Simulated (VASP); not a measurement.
Write the native input for VASP 6.6.1 that does the following.

```yaml
Task: single point
Functional: PBEsol
Potentials_or_basis: VASP PAW PBE potentials, release 64 (Na_pv)
Cutoff: 520 eV
k_mesh: 5 × 5 × 5
Occupations: fermi-dirac, width 0.1 eV
Spin: no spin polarisation
Dipole_correction: no
Further_INCAR_settings: ALGO = Normal; EDIFF = 1e-06; NBANDS = 10
```

The structure of Na lies in POSCAR:

```
Na
1.0
    7.0233430000      0.0000000000      0.0000000000
    0.0000000000      7.0233430000      0.0000000000
    0.0000000000      0.0000000000      7.0233430000
Na
1
Direct
    0.0000000000      0.0000000000      0.0000000000
```

The input as run:

INCAR

```
PREC = Accurate ; ENCUT = 520
EDIFF = 1E-6 ; ISMEAR = -1
SIGMA = 0.1 ; LREAL = False
LASPH = True ; NELM = 60
ALGO = Normal ; ISIF = 2
LWAVE = False ; LCHARG = False
GGA = PS ; NBANDS = 10
```

KPOINTS

```
Automatic mesh
0
Gamma
  5 5 5
```

Potentials or basis: VASP PAW PBE potentials, release 64 (Na_pv).

Run with:

```bash
$ cat potpaw_PBE.64/Na_pv/POTCAR > POTCAR
$ mpirun -np 1 vasp_std > vasp.out
```

Results of the run:

| Property | Result |
| --- | --- |
| Pressure | -0.1 GPa |

Caveat: the PAW data sets were made with another functional, which shifts forces and pressure a little.

Run time: 25 s on 1 thread of Intel(R) Xeon(R) Platinum 8488C (Sapphire Rapids), on a shared host, peak memory 0.37 GiB.
